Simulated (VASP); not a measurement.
HfO2: single point with PBEsol

Crystal: HfO2.

```xyz
3
Lattice="0.0000 2.4885 2.5221 2.4547 0.0000 2.5221 2.4547 2.4885 0.0000" Properties=species:S:1:pos:R:3 pbc="T T T"
Hf    0.0000    0.0000    0.0000
O     1.2274    1.2443    1.2610
O     3.6821    3.7328    3.7831
```

This cell differs from its parent crystal: normal strain along x -0.0267, normal strain along y -0.0133.

```
Program                : VASP 6.6.1
Task                   : single point
Functional             : PBEsol
Potentials or basis    : VASP PAW PBE potentials, release 64 (Hf_pv, O)
Cutoff                 : 520 eV
k mesh                 : 8 × 8 × 8
Occupations            : gaussian, width 0.05 eV
Spin                   : no spin polarisation
Dipole correction      : no
Further INCAR settings : ALGO = Normal; EDIFF = 1e-06; NBANDS = 18
```

```
Pressure               : 7.6 GPa
Band gap on the k mesh : 3.58 eV, indirect (least direct gap 3.64 eV)
```

Stress tensor (GPa, compression positive):
```
14.38  0.00  0.00
 0.00  7.53  0.00
 0.00  0.00  0.78
```

Levels at points of the mesh, in eV from the valence-band top:
```
           k point  band 7  band 8  band 9  band 10  band 11  band 12  band 13  band 14  band 15  band 16
(0.00, 0.00, 0.00)   -5.91   -5.90   -0.99    -0.81    -0.61     3.58     3.86     5.96    10.94    10.97
(0.50, 0.00, 0.00)   -4.76   -3.33   -3.06    -2.09    -2.07     4.50     4.61     7.31     8.85     9.80
(0.50, 0.50, 0.00)   -3.83   -3.73   -1.87    -1.60    -0.31     3.64     5.57     6.72     8.31     8.43
(0.50, 0.00, 0.50)   -3.88   -3.70   -2.06    -1.54    -0.16     3.62     5.59     6.95     8.36     8.58
(0.00, 0.50, 0.50)   -3.85   -3.75   -1.99    -1.74     0.00     3.64     5.57     7.18     8.51     8.62
```

It took 42 s on 1 thread of Intel(R) Xeon(R) Platinum 8259CL CPU @ 2.50GHz (Skylake/Cascade Lake) (shared host), peak memory 0.19 GiB.

Caveat: the cell differs from its parent crystal (normal strain along x -0.0267, normal strain along y -0.0133); the PAW data sets were made with another functional, which shifts forces and pressure a little; spin-orbit coupling is left out, which moves the levels of the heavy elements. A k mesh can miss the band edges.
